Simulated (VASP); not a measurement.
The system is Sb.

```xyz
4
Lattice="3.3750 0.0000 0.0000 -1.6875 2.9228 0.0000 0.0000 0.0000 11.0226" Properties=species:S:1:pos:R:3 pbc="T T T"
Sb    0.0000    0.0000    0.0000
Sb    0.0000    0.0000    5.5113
Sb    0.0000    1.9485    2.7557
Sb    1.6875    0.9743    8.2670
```

This isn't the form of Sb at room conditions, which is rhombohedral.

```yaml
Program: VASP 6.6.1
Task: relaxation of cell and atoms
Functional: RPBE
Potentials_or_basis: VASP PAW PBE potentials, release 64 (Sb)
Cutoff: 500 eV
k_mesh: 11 × 11 × 3
Occupations: fermi-dirac, width 0.1 eV
Spin: no spin polarisation
```

At the start: pressure 1.7 GPa; volume 27.18 Å³/atom.

Q: Where does the relaxation end?

A: Over 6 steps the energy falls by 7.7 meV/atom and the volume is 27.95 Å³/atom (+2.8 %); space group P6_3/mmc (No. 194, to 0.1 Å) before and after.

The path:
| step | energy change (eV) | largest force (eV/Å) | pressure (GPa) | volume (Å³) |
| --- | --- | --- | --- | --- |
| 1 | 0.0000 | 0.0000 | 1.66 | 108.73 |
| 2 | -0.0210 | 0.0000 | -0.68 | 113.21 |
| 3 | -0.0222 | 0.0000 | -0.26 | 112.33 |
| 4 | -0.0276 | 0.0000 | -0.16 | 112.11 |
| 5 | -0.0306 | 0.0000 | 0.01 | 111.82 |
| 6 | -0.0307 | 0.0000 | 0.03 | 111.78 |

Final structure:
```
Sb
1.0
     3.36275    0.00000    0.00000
    -1.68138    2.91223    0.00000
     0.00000    0.00000   11.41465
Sb
4
Direct
  0.00000 0.00000 0.00000
  0.00000 0.00000 0.50000
  0.33333 0.66667 0.25000
  0.66667 0.33333 0.75000
```

Caveat: the PAW data sets were made with another functional, which shifts forces and pressure a little.
